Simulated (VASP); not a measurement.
The system is NaF.

```xyz
8
Lattice="6.8961 0.0000 0.0000 0.0000 3.9266 0.0000 0.0000 0.0000 3.7179" Properties=species:S:1:pos:R:3 pbc="T T T"
Na    5.1721    0.0000    1.3214
Na    0.0000    1.9633    0.0000
Na    1.7240    0.0000    2.3965
Na    3.4481    1.9633    0.0000
F     5.1721    1.9633    2.3965
F     0.0000    0.0000    0.0000
F     1.7240    1.9633    1.3214
F     3.4481    0.0000    0.0000
```

The cell was generated, and may not be a known phase.

| Quantity | Value |
| --- | --- |
| Program | VASP 6.6.1 |
| Task | relaxation of cell and atoms |
| Functional | PBE |
| Potentials or basis | VASP PAW PBE potentials, release 64 (Na_pv, F) |
| Cutoff | 600 eV |
| k mesh | 4 × 4 × 6 |
| Occupations | gaussian, width 0.1 eV |
| Spin | no spin polarisation |

At the start: pressure 10.7 GPa; volume 12.58 Å³/atom.

Where does the relaxation end?

Over 18 steps the energy falls by 253.6 meV/atom and the volume is 12.85 Å³/atom (+2.1 %); space group Pmma (No. 51, to 0.1 Å) before, Fm-3m (No. 225, to 0.1 Å).

Step by step:
```
step  energy change (eV)  largest force (eV/Å)  pressure (GPa)  volume (Å³)
   1              0.0000                0.8576           10.75       100.67
   2             -1.0051                0.6716            1.01       113.24
   3             -1.1115                0.5970           -1.07       118.03
   4             -1.0433                0.4515           -4.50       127.82
   5             -1.1267                0.5521           -2.29       120.96
   6             -1.2703                0.5414           -2.10       118.18
   7             -1.6024                0.5036           -1.00       109.82
   8             -1.3238                0.3491            5.84        92.96
   9             -1.6579                0.5194            0.48       104.36
  10             -1.6601                0.5020            1.35       101.67
  11             -1.8140                0.3187            0.84       101.50
  12             -1.9149                0.0657            0.61       101.22
  13             -2.0051                0.0642           -0.08       102.92
  14             -2.0225                0.0626           -0.53       104.13
  15             -2.0226                0.0627           -0.50       104.00
  16             -2.0273                0.0472            0.23       102.38
  17             -2.0274                0.0478            0.17       102.46
  18             -2.0285                0.0281           -0.06       102.78
```

Final structure:
```yaml
crystal:
  lattice:
    - [6.63586, 0.00000, 0.00000]
    - [0.00000, 4.65782, 0.00000]
    - [0.00000, 0.00000, 3.32539]
  atoms:
    - { symbol: Na, position: [0.75000, 0.00000, 0.50127] }
    - { symbol: Na, position: [0.00000, 0.50000, 0.00000] }
    - { symbol: Na, position: [0.25000, 0.00000, 0.49873] }
    - { symbol: Na, position: [0.50000, 0.50000, 0.00000] }
    - { symbol: F, position: [0.75000, 0.50000, 0.49674] }
    - { symbol: F, position: [0.00000, 0.00000, 0.00000] }
    - { symbol: F, position: [0.25000, 0.50000, 0.50326] }
    - { symbol: F, position: [0.50000, 0.00000, 0.00000] }
```

Caveat: a cell axis changed by over 15 % at a fixed basis, so the end point is rough.
